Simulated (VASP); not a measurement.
# Zr (P6_3/mmc) in VASP: a series of runs

Zr is run at these levels: LDA, PBE; tasks: single point.

All numbers are computed with VASP 6.6.1; they aren't measurements. Logs are shortened: lines on timing, memory, paths and dates and some standing lists are left out, and cuts for length are marked.

## Step 1: The cell of the first run

It takes space group P6_3/mmc (No. 194, hexagonal). The conventional cell has a = 3.232 Å, b = 3.232 Å, c = 5.147 Å, α = 90.00°, β = 90.00°, γ = 120.00°. Within 4.2 Å of Zr (site symmetry -6m2) lie 12 Zr at 3.18 to 3.23 Å.

## Step 2: Single point, LDA

The input, INCAR:

```
ALGO = Normal ; EDIFF = 1E-7
ENCUT = 520 ; ISIF = 2
ISMEAR = -1 ; LASPH = True
LCHARG = True ; LELF = True
LREAL = False ; LVHAR = True
LWAVE = False ; NBANDS = 19
NELM = 100 ; PREC = Accurate
SIGMA = 0.03
```

The input, KPOINTS:

```
k-points
0
Gamma
  13 13 7
```

The input, POSCAR:

```
Zr
1.0
    3.2319982225      0.0000000000      0.0000000000
   -1.6159991112      2.7989925656      0.0000000000
    0.0000000000      0.0000000000      5.1470000000
Zr
2
Direct
    0.3333333333      0.6666666667      0.2500000000
    0.6666666667      0.3333333333      0.7500000000
```

Potentials or basis: VASP PAW LDA potentials, release 64 (Zr_sv).

Run with:

```sh
$ cat potpaw_LDA.64/Zr_sv/POTCAR > POTCAR
$ mpirun -np 1 vasp_std > vasp.out
```

OUTCAR:

```text
EDIFF = 1E-7
   ENCUT = 520
   ISIF = 2
   ISMEAR = -1
   LASPH = True
   LREAL = False
   NELM = 100
   PREC = Accurate

 ion  position               nearest neighbor table
   1  0.333  0.667  0.250-   2 3.18   2 3.18   2 3.18   2 3.18   2 3.18   2 3.18
   2  0.667  0.333  0.750-   1 3.18   1 3.18   1 3.18   1 3.18   1 3.18   1 3.18

  LATTYP: Found a hexagonal cell.
 ALAT       =     3.2319982225
 C/A-ratio  =     1.5925132521

  Lattice vectors:

 A1 = (   3.2319982225,   0.0000000000,   0.0000000000)
 A2 = (  -1.6159991112,   2.7989925656,   0.0000000000)
 A3 = (   0.0000000000,   0.0000000000,   5.1470000000)

Analysis of symmetry for initial positions (statically):
=====================================================================
 Subroutine PRICEL returns:
 Original cell was already a primitive cell.

 Routine SETGRP: Setting up the symmetry group for a
 hexagonal supercell.

 Subroutine GETGRP returns: Found 24 space group operations
 (whereof 12 operations were pure point group operations)
 out of a pool of 24 trial point group operations.

The static configuration has the point symmetry D_3d.
 The point group associated with its full space group is D_6h.

Analysis of symmetry for dynamics (positions and initial velocities):
=====================================================================
 Subroutine PRICEL returns:
 Original cell was already a primitive cell.

 Routine SETGRP: Setting up the symmetry group for a
 hexagonal supercell.

 Subroutine GETGRP returns: Found 24 space group operations
 (whereof 12 operations were pure point group operations)
 out of a pool of 24 trial point group operations.

The dynamic configuration has the point symmetry D_3d.
 The point group associated with its full space group is D_6h.

 Subroutine INISYM returns: Found 24 space group operations
 (whereof 12 operations are pure point group operations),
 and found     1 'primitive' translations

----------------------------------------------------------------------------------------

                                     Primitive cell

  volume of cell :      46.5615

  direct lattice vectors                    reciprocal lattice vectors
     3.231998223  0.000000000  0.000000000     0.309406111  0.178635701  0.000000000
    -1.615999111  2.798992566  0.000000000     0.000000000  0.357271403  0.000000000
     0.000000000  0.000000000  5.147000000     0.000000000  0.000000000  0.194287935

  length of vectors
     3.231998223  3.231998222  5.147000000     0.357271403  0.357271403  0.194287935

  position of ions in fractional coordinates (direct lattice)
     0.333333333  0.666666667  0.250000000
     0.666666667  0.333333333  0.750000000

  ion indices of the primitive-cell ions
   primitive index   ion index
                 1           1
                 2           2

----------------------------------------------------------------------------------------

 KPOINTS: k-points

Automatic generation of k-mesh.
 Grid dimensions read from file:
 generate k-points for:   13   13    7

 Generating k-lattice:

  Cartesian coordinates                     Fractional coordinates (reciprocal lattice)
     0.023800470  0.013741208  0.000000000     0.076923077  0.000000000  0.000000000
     0.000000000  0.027482416  0.000000000     0.000000000  0.076923077  0.000000000
     0.000000000  0.000000000  0.027755419     0.000000000  0.000000000  0.142857143

  Length of vectors
     0.027482416  0.027482416  0.027755419

  Shift w.r.t. Gamma in fractional coordinates (k-lattice)
     0.000000000  0.000000000  0.000000000

 Subroutine IBZKPT returns following result:
 ===========================================

 Found     84 irreducible k-points:

 Following reciprocal coordinates:
            Coordinates               Weight
  0.000000  0.000000  0.000000      1.000000
  0.076923 -0.000000  0.000000      6.000000
  0.153846 -0.000000  0.000000      6.000000
  0.230769 -0.000000  0.000000      6.000000
  0.307692 -0.000000  0.000000      6.000000
  0.384615 -0.000000  0.000000      6.000000
[... 16 lines left out ...]
  0.076923 -0.000000  0.142857     12.000000
  0.153846 -0.000000  0.142857     12.000000
 [... further k-points ...]
   k-points           NKPTS =     84   k-points in BZ     NKDIM =     84   number of bands    NBANDS=     19
   number of dos      NEDOS =    301   number of ions     NIONS =      2
   total plane-waves  NPLWV =  23040
   dimension x,y,z NGX =    24 NGY =   24 NGZ =   40
   dimension x,y,z NGXF=    48 NGYF=   48 NGZF=   80
   ions per type =               2
   NGX,Y,Z   is equivalent  to a cutoff of  12.35, 12.35, 12.92 a.u.
   NGXF,Y,Z  is equivalent  to a cutoff of  24.69, 24.69, 25.84 a.u.
 SYSTEM =  unknown system
   PREC   = accura    normal or accurate (medium, high low for compatibility)
   ISTART =      0    job   : 0-new  1-cont  2-samecut
   ICHARG =      2    charge: 1-file 2-atom 10-const
   ISPIN  =      1    spin polarized calculation?
   LNONCOLLINEAR =      F non collinear calculations
   LSORBIT =      F    spin-orbit coupling
   LASPH  =      T    aspherical Exc in radial PAW
   ENCUT  =  520.0 eV  38.22 Ry    6.18 a.u.   6.01  6.01  9.57*2*pi/ulx,y,z
   NELM   =    100;   NELMIN=  2; NELMDL= -5     # of ELM steps
   EDIFF  = 0.1E-06   stopping-criterion for ELM
   LREAL  =      F    real-space projection
   EDIFFG = 0.1E-05   stopping-criterion for IOM
   NSW    =      0    number of steps for IOM
   IBRION =     -1    ionic relax: 0-MD 1-quasi-New 2-CG
   NFREE  =      0    steps in history (QN), initial steepest desc. (CG)
   ISIF   =      2    stress and relaxation
   ISYM   =      2    0-nonsym 1-usesym 2-fastsym
   POTIM  = 0.5000    time-step for ionic-motion
   TEBEG  =    0.0;   TEEND  =   0.0 temperature during run
   PSTRESS=    0.0 pullay stress
   NELECT =      24.0000    total number of electrons
   NUPDOWN=      -1.0000    fix difference up-down
   EMIN   =  10.00;   EMAX   =-10.00  energy-range for DOS
   EFERMI =   0.00;   METHOD = LEGACY
   ISMEAR =    -1;   SIGMA  =   0.03  broadening in eV -4-tet -1-fermi 0-gaus
   EFERMI_NEDOS =   21; number of points for ismear=-14 and -15
   IALGO  =     38    algorithm
   IMIX   =      4    mixing-type and parameters
     AMIX     =   0.40;   BMIX     =  1.00
     AMIX_MAG =   1.60;   BMIX_MAG =  1.00
  volume/ion in A,a.u.               =      23.28       157.11
  Fermi-wavevector in a.u.,A,eV,Ry     =   1.312612  2.480476 23.442147  1.722949
  Thomas-Fermi vector in A             =   2.442992
   LORBIT       =      0    0 simple, 1 ext, 2 COOP (PROOUT), +10 PAW based schemes
   GGA     = CA    functional components
   LHFCALC =     F    Hartree Fock is set to
   AEXX    =    0.0000 exact exchange contribution
   IVDW    =     0    specifies the selected vdW correction
   LEPSILON=     F    determine dielectric tensor
   LRPA    =     F    only Hartree local field effects (RPA)
 non-spin polarized calculation
  energy-cutoff  :      520.00
  volume of cell :       46.56
 maximum number of plane-waves:      1275
   NGX = 13   NGY = 13   NGZ = 19

 number of electron      24.0000000 magnetization

 Free energy of the ion-electron system (eV)
  ---------------------------------------------------
  ext. energy  EPLUGINS =         0.00000000
  ---------------------------------------------------
  free energy    TOTEN  =       -18.52742298 eV

  energy without entropy =      -18.51985604  energy(sigma->0) =      -18.52363951

 E-fermi :   8.8116     XC(G=0): -11.2950

 val. band max:        8.8106097041   @ k =   0.3077   0.3077   0.2857
 cond. band min:       8.8134142630   @ k =   0.2308   0.1538   0.4286
 fundamental gap:      0.0028045590
 Fermi energy:         8.8116047151

 k-point     1 :       0.0000    0.0000    0.0000
  band No.  band energies     occupation
      1     -39.7679      2.00000
      2     -39.6091      2.00000
      3     -18.4465      2.00000
      4     -17.5607      2.00000
      5     -17.5607      2.00000
      6     -17.4207      2.00000
[... 11 lines left out ...]
     18      10.8796      0.00000
     19      13.1960      0.00000

 k-point     2 :       0.0769   -0.0000    0.0000
  band No.  band energies     occupation
      1     -39.7610      2.00000
      2     -39.6062      2.00000
      3     -18.4281      2.00000
      4     -17.6014      2.00000
      5     -17.5741      2.00000
      6     -17.4586      2.00000
[... 11 lines left out ...]
     18      10.7356      0.00000
     19      13.3031      0.00000

 k-point     3 :       0.1538   -0.0000    0.0000
  band No.  band energies     occupation
      1     -39.7415      2.00000
      2     -39.5986      2.00000
      3     -18.3750      2.00000
      4     -17.7143      2.00000
      5     -17.6101      2.00000
      6     -17.5732      2.00000
[... 11 lines left out ...]
     18      10.8787      0.00000
     19      13.5341      0.00000

 k-point     4 :       0.2308   -0.0000    0.0000
  band No.  band energies     occupation
      1     -39.7129      2.00000
      2     -39.5888      2.00000
      3     -18.2935      2.00000
      4     -17.8731      2.00000
      5     -17.7285      2.00000
      6     -17.6587      2.00000
[... 11 lines left out ...]
     18      11.5423      0.00000
     19      13.7598      0.00000

 k-point     5 :       0.3077   -0.0000    0.0000
  band No.  band energies     occupation
      1     -39.6805      2.00000
      2     -39.5803      2.00000
      3     -18.1939      2.00000
      4     -18.0410      2.00000
      5     -17.8863      2.00000
      6     -17.7082      2.00000
[... 11 lines left out ...]
     18      12.3732      0.00000
     19      13.9229      0.00000
[... 334 lines left out ...]
      2     -39.5848      2.00000
      3     -18.1386      2.00000
      4     -18.0002      2.00000
      5     -17.9468      2.00000
      6     -17.8795      2.00000
[... 11 lines left out ...]
     18      13.4920      0.00000
     19      15.2062      0.00000

 k-point    22 :       0.0000    0.0000    0.1429
  band No.  band energies     occupation
      1     -39.7601      2.00000
      2     -39.6171      2.00000
      3     -18.3989      2.00000
      4     -17.5536      2.00000
      5     -17.5536      2.00000
      6     -17.4752      2.00000
[... 11 lines left out ...]
     18      11.1390      0.00000
     19      13.2435      0.00000

 k-point    23 :       0.0769   -0.0000    0.1429
  band No.  band energies     occupation
      1     -39.7534      2.00000
      2     -39.6140      2.00000
      3     -18.3828      2.00000
      4     -17.5933      2.00000
      5     -17.5666      2.00000
      6     -17.5077      2.00000
[... 11 lines left out ...]
     18      11.0531      0.00000
     19      13.3301      0.00000

 k-point    24 :       0.1538   -0.0000    0.1429
  band No.  band energies     occupation
      1     -39.7345      2.00000
      2     -39.6058      2.00000
      3     -18.3373      2.00000
      4     -17.7028      2.00000
      5     -17.6138      2.00000
      6     -17.6017      2.00000
[... 11 lines left out ...]
     18      11.0497      0.00000
     19      13.5127      0.00000

 [... further k-points ...]
[... 5 lines left out ...]
  --------------------------------------------------------------------------------------
  -------------------------------------------------------------------------------------
  Total       -1.8306971     -1.8306971     -1.5921659     -0.0000000      0.0000000      0.0000000
  in kB      -62.9941252    -62.9941252    -54.7862886     -0.0000000      0.0000000      0.0000000
  external PRESSURE =     -60.2581797 kB  Pullay stress =       0.0000000 kB

 VOLUME and BASIS-vectors are now :
 -----------------------------------------------------------------------------
  energy-cutoff  :      520.00
  volume of cell :       46.56
      direct lattice vectors                 reciprocal lattice vectors
     3.231998223  0.000000000  0.000000000     0.309406111  0.178635701  0.000000000
    -1.615999111  2.798992566  0.000000000     0.000000000  0.357271403  0.000000000
     0.000000000  0.000000000  5.147000000     0.000000000  0.000000000  0.194287935

 POSITION                                       TOTAL-FORCE (eV/Angst)
 -----------------------------------------------------------------------------------
     -0.00000      1.86600      1.28675        -0.000000      0.000000      0.000000
      1.61600      0.93300      3.86025         0.000000     -0.000000      0.000000
 -----------------------------------------------------------------------------------
    total drift:                               -0.000000      0.000000     -0.000000

  FREE ENERGIE OF THE ION-ELECTRON SYSTEM (eV)
  ---------------------------------------------------
  free  energy   TOTEN  =       -18.5274229845 eV

  energy  without entropy=      -18.5198560368  energy(sigma->0) =      -18.52363951
```

It took 1.9 min on 1 thread of AMD EPYC 7R13, shared host; peak memory 0.15 GiB.

What came out:

```
Free energy            : -18.5274 eV
Pressure               : -6.0 GPa
Band gap on the k mesh : zero (band 12 reaches 9.69 eV, above the bottom of band 13 at 8.58 eV)
```

## Step 3: Single point, PBE

The input, INCAR:

```
SYSTEM = Zr
ALGO = Normal ; EDIFF = 1E-6
ENCUT = 520 ; GGA = PE
ISIF = 2 ; ISMEAR = -1
LASPH = .TRUE. ; LCHARG = .FALSE.
LREAL = .FALSE. ; LWAVE = .FALSE.
NBANDS = 19 ; NELM = 60
PREC = Accurate ; SIGMA = 0.03
```

The input, KPOINTS:

```
k-points
0
G
  13 13 7
  0 0 0
```

POSCAR is that of step 2.

Potentials or basis: VASP PAW PBE potentials, release 64 (Zr_sv).

Run with:

```sh
$ cat potpaw_PBE.64/Zr_sv/POTCAR > POTCAR
$ mpirun -np 1 vasp_std > vasp.out
```

It took 99 s on 1 thread of AMD EPYC 7R13, shared host; peak memory 0.17 GiB.

It converged, with:

- Free energy: -17.0415 eV
- Pressure: 0.5 GPa
- Band gap on the k mesh: zero (band 12 reaches 9.86 eV, above the bottom of band 13 at 8.76 eV)

Stress tensor (GPa, compression positive):
```
0.22 0.00 0.00
0.00 0.22 0.00
0.00 0.00 1.09
```

Levels at points of the mesh, in eV from the Fermi level:
| k point | band 9 | band 10 | band 11 | band 12 | band 13 | band 14 | band 15 | band 16 |
| --- | --- | --- | --- | --- | --- | --- | --- | --- |
| (0.00, 0.00, 0.00) | -5.68 | -3.06 | 0.84 | 0.84 | 0.99 | 1.15 | 1.53 | 1.53 |
